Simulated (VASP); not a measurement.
# Pt: single point with LDA

Pt:

```
Pt
1.0
     0.00000    1.94602    1.94602
     1.94602    0.00000    1.94602
     1.94602    1.94602    0.00000
Pt
1
Direct
  0.00000 0.00000 0.00000
```

| Quantity | Value |
| --- | --- |
| Program | VASP 6.6.1 |
| Task | single point |
| Functional | LDA |
| Potentials or basis | VASP PAW LDA potentials, release 64 (Pt) |
| Cutoff | 520 eV |
| k mesh | 11 × 11 × 11 |
| Occupations | gaussian, width 0.05 eV |
| Spin | no spin polarisation |

```json
{
 "Pressure": "0.8 GPa",
 "Band gap on the k mesh": "zero (band 5 reaches 12.00 eV, above the bottom of band 6 at 9.80 eV)"
}
```

Levels at points of the mesh, in eV from the Fermi level:
```
           k point  band 1  band 2  band 3  band 4  band 5  band 6  band 7  band 8  band 9  band 10
(0.00, 0.00, 0.00)  -10.44   -3.91   -3.91   -3.91   -1.63   -1.63   14.62   19.67   19.67    19.67
```

It took 4.7 s on 1 thread of AMD EPYC 7R13 Processor (Zen 3), on a shared host, peak memory 0.09 GiB.

Caveat: spin-orbit coupling is left out, which moves the levels of the heavy elements.
